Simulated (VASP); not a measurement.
Input of a VASP 6.6.1 run:

The input INCAR:

```
PREC = Accurate
ENCUT = 520
EDIFF = 1E-6
ISMEAR = -1
SIGMA = 0.05
LREAL = False
LASPH = True
NELM = 80
ALGO = Normal
ISIF = 2
LWAVE = False
LCHARG = False
GGA = PS
NBANDS = 20
```

Contents of KPOINTS:

```
regular mesh
0
Gamma
  7 7 4
```

The input POSCAR:

```
Tl
1.0
    3.5942400000      0.0000000000      0.0000000000
   -1.7971200000      3.1127031473      0.0000000000
    0.0000000000      0.0000000000      5.5250000000
Tl
2
Direct
    0.6666666667      0.3333333333      0.7500000000
    0.3333333333      0.6666666667      0.2500000000
```

Potentials or basis: VASP PAW PBE potentials, release 64 (Tl_d).

Run with:

```sh
$ cat potpaw_PBE.64/Tl_d/POTCAR > POTCAR
$ mpirun -np 1 vasp_std > vasp.out
```

Task: Estimate the pressure.

Result: -2.2 GPa.

Task: What does it give for the band gap on the k mesh?

Result: Zero (bands 13 and 14 overlap by 5.34 eV).

Stress tensor (GPa, compression positive):
```
-1.60  0.00  0.00
 0.00 -1.60  0.00
 0.00  0.00 -3.44
```

Caveat: the PAW data sets were made with another functional, which shifts forces and pressure a little; spin-orbit coupling is left out, which moves the levels of the heavy elements.
